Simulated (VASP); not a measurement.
A run of VASP 6.6.1 is set up as follows.

The input INCAR:

```
PREC = Accurate
ENCUT = 520
EDIFF = 1E-7
ISMEAR = 0
SIGMA = 0.05
LREAL = False
LASPH = True
NELM = 60
ALGO = Normal
ISIF = 2
LWAVE = False
LCHARG = False
NBANDS = 15
```

KPOINTS

```
Automatic mesh
0
Gamma
  6 6 6
```

POSCAR

```
KBr
1.0
    4.0434990000     -0.0606524850      0.0000000000
   -0.0606524850      4.0434990000      0.0000000000
    0.0000000000      0.0000000000      4.0434990000
K Br
1 1
Direct
    0.0000000000      0.0000000000      0.0000000000
    0.5000000000      0.5000000000      0.5000000000
```

Potentials or basis: VASP PAW LDA potentials, release 64 (K_sv, Br).

Launch:

```bash
$ cat potpaw_LDA.64/K_sv/POTCAR potpaw_LDA.64/Br/POTCAR > POTCAR
$ mpirun -np 1 vasp_std > vasp.out
```

**Question.** Predict the pressure.

**Answer.** -2.6 GPa.

**Question.** Predict the band gap on the k mesh.

**Answer.** 3.48 eV, indirect (least direct gap 3.73 eV).

Caveat: the cell differs from its parent crystal (strain -0.0300 x Voigt [0, 0, 0, 0, 0, 1]). A k mesh can miss the band edges.
